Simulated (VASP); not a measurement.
BaSr2O2: single point with PBE

The system is BaSr2O2.

```
Ba Sr O
1.0
    -2.29262    2.29262    5.56164
     2.29262   -2.29262    5.56164
     2.29262    2.29262   -5.56164
Ba Sr O
1 2 2
Direct
  0.00000 0.00000 0.00000
  0.37110 0.37110 0.00000
  0.62890 0.62890 0.00000
  0.25000 0.75000 0.50000
  0.75000 0.25000 0.50000
```

```yaml
Program: VASP 6.6.1
Task: single point
Functional: PBE
Potentials_or_basis: VASP PAW PBE potentials, release 64 (Ba_sv, Sr_sv, O)
Cutoff: 520 eV
k_mesh: 6 × 6 × 6
Occupations: gaussian, width 0.1 eV
Spin: no spin polarisation
Dipole_correction: no
Further_INCAR_settings: ALGO = Normal; EDIFF = 1e-07; NBANDS = 29
```

```
Pressure               : -1.6 GPa
Largest force          : 5.331 eV/Å
Band gap on the k mesh : zero (bands 21 and 22 overlap by 0.81 eV)
```

Forces on the atoms (eV/Å):
```
Ba   0.000  0.000  0.000
Sr   0.000  0.000 -5.331
Sr   0.000  0.000  5.331
O    0.000  0.000  0.000
O    0.000  0.000  0.000
```

Stress tensor (GPa, compression positive):
```
-0.74  0.00  0.00
 0.00 -0.74  0.00
 0.00  0.00 -3.32
```

Levels at points of the mesh, in eV from the Fermi level:
```tsv
k point	band 19	band 20	band 21	band 22	band 23	band 24
(0.00, 0.00, 0.00)	-1.70	-1.49	-1.49	0.46	0.88	2.10
(0.50, 0.00, 0.00)	-2.28	-2.19	-1.07	0.41	1.53	1.69
(0.50, 0.50, 0.00)	-1.48	-1.45	0.00	1.15	1.28	1.95
(0.50, 0.50, 0.50)	-1.49	-1.49	-0.96	-0.77	1.05	2.41
```

Wall time 75 s on 1 thread of Intel(R) Xeon(R) 6975P-C (Granite Rapids) (shared host), peak memory 0.38 GiB.

Caveat: spin-orbit coupling is left out, which moves the levels of the heavy elements; forces of over 1 eV/Å act on the atoms, so gaps and moduli don't describe the material at rest.
